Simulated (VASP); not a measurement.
Crystal: TiSi2.

```xyz
3
Lattice="-1.4729 1.7121 4.2121 1.4729 -1.7121 4.2121 1.4729 1.7121 -4.2121" Properties=species:S:1:pos:R:3 pbc="T T T"
Ti    0.0000    0.0000    0.0000
Si    0.0000    0.0000    2.7793
Si    0.0000    0.0000    5.6448
```

Program: VASP 6.6.1. Alike in all runs: task single point; level LDA; potentials or basis VASP PAW LDA potentials, release 64 (Ti_sv, Si); no spin polarisation; cell as given; cutoff (eV) 520; smearing fermi-dirac 0.15 eV. Hardware: 1 thread of AMD EPYC 7R13 (shared host).

Question: Order these runs on this cell by their wall time, lowest first.
A. k mesh 5 × 5 × 5
B. k mesh 12 × 12 × 12
C. k mesh 3 × 3 × 3
D. k mesh 8 × 8 × 8

Answer: C (29 s), A (85 s), D (290 s), B (930 s).

Caveats: some runs use coarse meshes.
